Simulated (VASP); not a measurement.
# Ge (Pmmn) in VASP: a series of runs, part 2 of 3

VASP 6.6.1. Earlier steps stand in the parts before.

### Step 4. Single point, PBEsol (mode 5 (55.6 1/cm) frozen in, largest displacement +0.175 Å)

INCAR reads:

```
SYSTEM = Ge
  PREC = Accurate
  ENCUT = 520
  EDIFF = 1E-6
  ISMEAR = 0
  SIGMA = 0.15
  LREAL = .False.
  LASPH = .True.
  NELM = 100
  ALGO = Normal
  ISIF = 2
  LWAVE = .False.
  LCHARG = .False.
  GGA = PS
  NBANDS = 21
```

KPOINTS reads:

```
regular mesh
0
Gamma
  22 22 12
  0 0 0
```

POSCAR reads:

```
Ge
1.0
    0.0000000000      0.0000000000     -2.6427277821
    2.7652112298      0.0000000000      0.0000000000
    0.0000000000     -5.0390024825      0.0000000000
Ge
2
Direct
   -0.0662194575      0.5000000000      0.0000000000
    0.0662194575      0.0000000000      0.5000000000
```

Potentials or basis: VASP PAW PBE potentials, release 64 (Ge_d).

Started as:

```bash
> cat potpaw_PBE.64/Ge_d/POTCAR > POTCAR
> mpirun -np 1 vasp_std > vasp.out
```

OUTCAR:

```text
SYSTEM = Ge
   PREC = Accurate
   ENCUT = 520
   EDIFF = 1E-6
   ISMEAR = 0
   LREAL = .False.
   LASPH = .True.
   NELM = 100
   ISIF = 2
   GGA = PS

 ion  position               nearest neighbor table
   1  0.934  0.500  0.000-   2 2.90   2 2.90   2 2.90   2 2.90
   2  0.066  0.000  0.500-   1 2.90   1 2.90   1 2.90   1 2.90

  LATTYP: Found a simple orthorhombic cell.
 ALAT       =     2.6427277821
 B/A-ratio  =     1.0463473569
 C/A-ratio  =     1.9067429179

  Lattice vectors:

 A1 = (   0.0000000000,   0.0000000000,  -2.6427277821)
 A2 = (   2.7652112298,   0.0000000000,   0.0000000000)
 A3 = (   0.0000000000,  -5.0390024825,   0.0000000000)

Analysis of symmetry for initial positions (statically):
=====================================================================
 Subroutine PRICEL returns:
 Original cell was already a primitive cell.

 Routine SETGRP: Setting up the symmetry group for a
 simple orthorhombic supercell.

 Subroutine GETGRP returns: Found  8 space group operations
 (whereof  4 operations were pure point group operations)
 out of a pool of  8 trial point group operations.

The static configuration has the point symmetry C_2v.
 The point group associated with its full space group is D_2h.

Analysis of symmetry for dynamics (positions and initial velocities):
=====================================================================
 Subroutine PRICEL returns:
 Original cell was already a primitive cell.

 Routine SETGRP: Setting up the symmetry group for a
 simple orthorhombic supercell.

 Subroutine GETGRP returns: Found  8 space group operations
 (whereof  4 operations were pure point group operations)
 out of a pool of  8 trial point group operations.

The dynamic configuration has the point symmetry C_2v.
 The point group associated with its full space group is D_2h.

 Subroutine INISYM returns: Found  8 space group operations
 (whereof  4 operations are pure point group operations),
 and found     1 'primitive' translations

----------------------------------------------------------------------------------------

                                     Primitive cell

  volume of cell :      36.8235

  direct lattice vectors                    reciprocal lattice vectors
     0.000000000  0.000000000 -2.642727782     0.000000000  0.000000000 -0.378396900
     2.765211230  0.000000000  0.000000000     0.361636026  0.000000000  0.000000000
     0.000000000 -5.039002482  0.000000000     0.000000000 -0.198451976  0.000000000

  length of vectors
     2.642727782  2.765211230  5.039002482     0.378396900  0.361636026  0.198451976

  position of ions in fractional coordinates (direct lattice)
     0.933780543  0.500000000  0.000000000
     0.066219457  0.000000000  0.500000000

  ion indices of the primitive-cell ions
   primitive index   ion index
                 1           1
                 2           2

----------------------------------------------------------------------------------------

 KPOINTS: regular mesh

Automatic generation of k-mesh.
 Grid dimensions read from file:
 generate k-points for:   22   22   12

 Generating k-lattice:

  Cartesian coordinates                     Fractional coordinates (reciprocal lattice)
     0.000000000  0.000000000 -0.017199859     0.045454545  0.000000000  0.000000000
     0.016438001  0.000000000  0.000000000     0.000000000  0.045454545  0.000000000
     0.000000000 -0.016537665  0.000000000     0.000000000  0.000000000  0.083333333

  Length of vectors
     0.017199859  0.016438001  0.016537665

  Shift w.r.t. Gamma in fractional coordinates (k-lattice)
     0.000000000  0.000000000  0.000000000

 Subroutine IBZKPT returns following result:
 ===========================================

 Found   1008 irreducible k-points:

 Following reciprocal coordinates:
            Coordinates               Weight
  0.000000  0.000000  0.000000      1.000000
  0.045455  0.000000  0.000000      2.000000
  0.090909  0.000000  0.000000      2.000000
  0.136364  0.000000  0.000000      2.000000
  0.181818  0.000000  0.000000      2.000000
  0.227273  0.000000  0.000000      2.000000
[... 16 lines left out ...]
  0.454545  0.045455  0.000000      4.000000
  0.500000  0.045455  0.000000      2.000000
 [... further k-points ...]
   k-points           NKPTS =   1008   k-points in BZ     NKDIM =   1008   number of bands    NBANDS=     21
   number of dos      NEDOS =    301   number of ions     NIONS =      2
   total plane-waves  NPLWV =  19200
   dimension x,y,z NGX =    20 NGY =   24 NGZ =   40
   dimension x,y,z NGXF=    40 NGYF=   48 NGZF=   80
   ions per type =               2
   NGX,Y,Z   is equivalent  to a cutoff of  12.58, 14.43, 13.20 a.u.
   NGXF,Y,Z  is equivalent  to a cutoff of  25.16, 28.86, 26.39 a.u.
 SYSTEM =  Ge
   PREC   = accura    normal or accurate (medium, high low for compatibility)
   ISTART =      0    job   : 0-new  1-cont  2-samecut
   ICHARG =      2    charge: 1-file 2-atom 10-const
   ISPIN  =      1    spin polarized calculation?
   LNONCOLLINEAR =      F non collinear calculations
   LSORBIT =      F    spin-orbit coupling
   LASPH  =      T    aspherical Exc in radial PAW
   ENCUT  =  520.0 eV  38.22 Ry    6.18 a.u.   4.91  5.14  9.37*2*pi/ulx,y,z
   NELM   =    100;   NELMIN=  2; NELMDL= -5     # of ELM steps
   EDIFF  = 0.1E-05   stopping-criterion for ELM
   LREAL  =      F    real-space projection
   EDIFFG = 0.1E-04   stopping-criterion for IOM
   NSW    =      0    number of steps for IOM
   IBRION =     -1    ionic relax: 0-MD 1-quasi-New 2-CG
   NFREE  =      0    steps in history (QN), initial steepest desc. (CG)
   ISIF   =      2    stress and relaxation
   ISYM   =      2    0-nonsym 1-usesym 2-fastsym
   POTIM  = 0.5000    time-step for ionic-motion
   TEBEG  =    0.0;   TEEND  =   0.0 temperature during run
   PSTRESS=    0.0 pullay stress
   NELECT =      28.0000    total number of electrons
   NUPDOWN=      -1.0000    fix difference up-down
   EMIN   =  10.00;   EMAX   =-10.00  energy-range for DOS
   EFERMI =   0.00;   METHOD = LEGACY
   ISMEAR =     0;   SIGMA  =   0.15  broadening in eV -4-tet -1-fermi 0-gaus
   EFERMI_NEDOS =   21; number of points for ismear=-14 and -15
   IALGO  =     38    algorithm
   IMIX   =      4    mixing-type and parameters
     AMIX     =   0.40;   BMIX     =  1.00
     AMIX_MAG =   1.60;   BMIX_MAG =  1.00
  volume/ion in A,a.u.               =      18.41       124.25
  Fermi-wavevector in a.u.,A,eV,Ry     =   1.494236  2.823696 30.378271  2.232740
  Thomas-Fermi vector in A             =   2.606534
   LORBIT       =      0    0 simple, 1 ext, 2 COOP (PROOUT), +10 PAW based schemes
   GGA     = PS    functional components
   LHFCALC =     F    Hartree Fock is set to
   AEXX    =    0.0000 exact exchange contribution
   IVDW    =     0    specifies the selected vdW correction
   LEPSILON=     F    determine dielectric tensor
   LRPA    =     F    only Hartree local field effects (RPA)
 non-spin polarized calculation
 Gauss-broadening in eV      SIGMA  =   0.15
  energy-cutoff  :      520.00
  volume of cell :       36.82
 maximum number of plane-waves:      1016
 NGX is ok and might be reduce to    20
   NGX =  9   NGY = 11   NGZ = 19

 number of electron      28.0000007 magnetization

 Free energy of the ion-electron system (eV)
  ---------------------------------------------------
  ext. energy  EPLUGINS =         0.00000000
  ---------------------------------------------------
  free energy    TOTEN  =        -9.48056181 eV

  energy without entropy =       -9.47207043  energy(sigma->0) =       -9.47631612

 E-fermi :   6.8075     XC(G=0): -11.5098

 val. band max:        6.7999142669   @ k =   0.2727   0.2727   0.0000
 cond. band min:       6.8108974243   @ k =   0.0909   0.4091   0.2500
 fundamental gap:      0.0109831573
 Fermi energy:         6.8075399625

 k-point     1 :       0.0000    0.0000    0.0000
  band No.  band energies     occupation
      1     -17.9468      2.00000
      2     -17.9393      2.00000
      3     -17.8614      2.00000
      4     -17.8386      2.00000
      5     -17.8139      2.00000
      6     -17.7350      2.00000
[... 13 lines left out ...]
     20      18.7314      0.00000
     21      20.0889      0.00000
[... 529 lines left out ...]
 k-point    24 :       0.5000    0.0455    0.0000
  band No.  band energies     occupation
      1     -17.8770      2.00000
      2     -17.8513      2.00000
      3     -17.8478      2.00000
      4     -17.8020      2.00000
      5     -17.7819      2.00000
      6     -17.7719      2.00000
[... 13 lines left out ...]
     20      20.2532      0.00000
     21      20.8861      0.00000

 [... further k-points ...]

------------------------ aborting loop because EDIFF is reached ----------------------------------------

  FORCE on cell =-STRESS in cart. coord.  units (eV):
  Direction    XX          YY          ZZ          XY          YZ          ZX
  --------------------------------------------------------------------------------------
  -------------------------------------------------------------------------------------
  Total        0.2107033     -0.2828724      0.0980035      0.0000000      0.0000000      0.0000000
  in kB        9.1676196    -12.3076713      4.2640936      0.0000000      0.0000000      0.0000000
  external PRESSURE =       0.3746806 kB  Pullay stress =       0.0000000 kB

 VOLUME and BASIS-vectors are now :
 -----------------------------------------------------------------------------
  energy-cutoff  :      520.00
  volume of cell :       36.82
      direct lattice vectors                 reciprocal lattice vectors
     0.000000000  0.000000000 -2.642727782     0.000000000  0.000000000 -0.378396900
     2.765211230  0.000000000  0.000000000     0.361636026  0.000000000  0.000000000
     0.000000000 -5.039002482  0.000000000     0.000000000 -0.198451976  0.000000000

 POSITION                                       TOTAL-FORCE (eV/Angst)
 -----------------------------------------------------------------------------------
      1.38261      0.00000     -2.46773         0.000000      0.000000     -0.145933
      0.00000     -2.51950     -0.17500         0.000000      0.000000      0.145933
 -----------------------------------------------------------------------------------
    total drift:                               -0.000000      0.000000      0.000000

  FREE ENERGIE OF THE ION-ELECTRON SYSTEM (eV)
  ---------------------------------------------------
  free  energy   TOTEN  =        -9.4805618106 eV

  energy  without entropy=       -9.4720704275  energy(sigma->0) =       -9.47631612
```

stdout:

```text
POSCAR found type information on POSCAR Ge
 POSCAR found :  1 types and       2 ions
 scaLAPACK will be used
 -----------------------------------------------------------------------------
|                                                                             |
|                                                                             |
|     You enforced a specific xc type in the INCAR file but a different       |
|     I HOPE YOU KNOW WHAT YOU ARE DOING!                                     |
|                                                                             |
 -----------------------------------------------------------------------------

 LDA part: xc-table for (Slater+PW92), standard interpolation
 POSCAR, INCAR and KPOINTS ok, starting setup
 FFT: planning ... GRIDC
 FFT: planning ... GRID_SOFT
 FFT: planning ... GRID
 WAVECAR not read
 entering main loop
```

It took 16 min on 1 thread of AMD EPYC 7R13, shared host; peak memory 0.62 GiB.

What came out:

* Free energy: -9.4806 eV
* Pressure: 0.0 GPa
* Largest force: 0.146 eV/Å
* Band gap on the k mesh: zero (band 14 reaches 12.07 eV, above the bottom of band 15 at 4.41 eV)

Forces in eV/Å, atoms in the order of the input:
```
Ge   0.000  0.000 -0.146
Ge   0.000  0.000  0.146
```

Levels at points of the mesh, in eV from the Fermi level:
```tsv
k point	band 11	band 12	band 13	band 14	band 15	band 16	band 17	band 18
(0.00, 0.00, 0.00)	-13.43	-8.72	-5.89	5.06	7.23	7.74	8.91	9.00
(0.50, 0.00, 0.00)	-9.26	-6.39	-4.11	-2.42	-2.39	2.72	8.29	11.34
(0.00, 0.50, 0.00)	-8.71	-8.71	-3.19	-3.19	-0.87	-0.87	10.93	10.93
(0.50, 0.50, 0.00)	-4.46	-4.46	-2.18	-2.18	0.61	0.61	2.56	2.56
(0.00, 0.00, 0.50)	-11.99	-11.99	0.20	0.20	6.47	6.47	8.29	8.29
(0.50, 0.00, 0.50)	-7.85	-7.85	-4.88	-4.88	3.90	3.90	8.27	8.27
(0.00, 0.50, 0.50)	-8.06	-8.06	-5.73	-5.73	3.69	3.69	7.75	7.75
(0.50, 0.50, 0.50)	-3.52	-3.52	-2.36	-2.36	-1.89	-1.89	3.01	3.01
```

Caveat: the cell differs from its parent crystal (mode 5 (55.6 1/cm) frozen in, largest displacement +0.175 Å); the PAW data sets were made with another functional, which shifts forces and pressure a little.

(Part 2 of 3 ends here.)
